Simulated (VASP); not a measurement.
The system is LuBeSi4.

```
Lu Be Si
1.0
     0.00000    3.66276    3.66276
     3.66276    0.00000    3.66276
     3.66276    3.66276    0.00000
Lu Be Si
1 1 4
Direct
  0.25000 0.25000 0.25000
  0.00000 0.00000 0.00000
  0.84894 0.84894 0.84894
  0.84894 0.84894 0.45317
  0.84894 0.45317 0.84894
  0.45317 0.84894 0.84894
```

```yaml
Program: VASP 6.6.1
Task: relaxation of cell and atoms
Functional: PBE
Potentials_or_basis: VASP PAW PBE potentials, release 64 (Lu, Be, Si)
Cutoff: 600 eV
k_mesh: 4 × 4 × 4
Occupations: gaussian, width 0.1 eV
Spin: no spin polarisation
```

At the start: pressure 38.2 GPa; volume 16.38 Å³/atom.

Task: Where does the relaxation end?

Result: Over 9 steps the energy falls by 611.1 meV/atom and the volume is 22.07 Å³/atom (+34.7 %); space group F-43m (No. 216, to 0.05 Å).

The path:
| step | energy change (eV) | largest force (eV/Å) | pressure (GPa) | volume (Å³) |
| --- | --- | --- | --- | --- |
| 1 | 0.0000 | 7.1854 | 38.19 | 98.28 |
| 2 | 1.9850 | 4.6252 | -1.64 | 164.93 |
| 3 | 0.0807 | 5.4210 | -2.03 | 146.74 |
| 4 | -1.5229 | 5.2315 | 0.27 | 132.39 |
| 5 | -2.7260 | 2.9805 | 9.33 | 114.49 |
| 6 | -3.6028 | 0.4566 | -2.79 | 139.37 |
| 7 | -3.6282 | 0.7387 | -1.48 | 135.03 |
| 8 | -3.6526 | 0.4436 | 1.12 | 130.93 |
| 9 | -3.6665 | 0.0284 | 0.10 | 132.43 |

Final structure:
```
CELL_PARAMETERS angstrom
0.00000 4.04559 4.04559
4.04559 0.00000 4.04559
4.04559 4.04559 0.00000
ATOMIC_POSITIONS crystal
Lu 0.25000 0.25000 0.25000
Be 0.00000 0.00000 0.00000
Si 0.85253 0.85253 0.85253
Si 0.85253 0.85253 0.44241
Si 0.85253 0.44241 0.85253
Si 0.44241 0.85253 0.85253
```

Caveat: the k points lie up to 0.34 Å⁻¹ apart in the final cell; the volume moved by over 15 % at a fixed basis, so the end points are rough.
